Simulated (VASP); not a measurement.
Runs of VASP 6.6.1 on Cu. The structure is that of space group Fm-3m (No. 225), or close to it. The cells are those of the table. 

| cell | gap on the mesh (eV) | pressure (GPa) |
| --- | --- | --- |
| a = 2.529 Å, angles 60.0°, 1 atom | none | (b) |
| a = 2.478 Å, angles 60.0°, 1 atom | none | 12.5 |
| a = 2.579 Å, angles 60.0°, 1 atom | none | -7.6 |
| a = 2.554 Å, angles 60.0°, 1 atom | none | (a) |
| a = 2.504 Å, angles 60.0°, 1 atom | none | 6.0 |

Alike in all rows: task single point; level r2SCAN; potentials or basis VASP PAW PBE potentials, release 64 (Cu); no spin polarisation; k mesh 20 × 20 × 20; cutoff (eV) 520; smearing gaussian 0.1 eV.

Problem. Estimate the missing entries.

Solution. (a) -3.9; (b) 0.5.

Caveats: the PAW data sets were made with another functional, which shifts forces and pressure a little; the cell stands under pressure (at least some runs); the cell stands under tension (at least some runs).

A gap of «none» marks levels without a gap at the run's occupations.
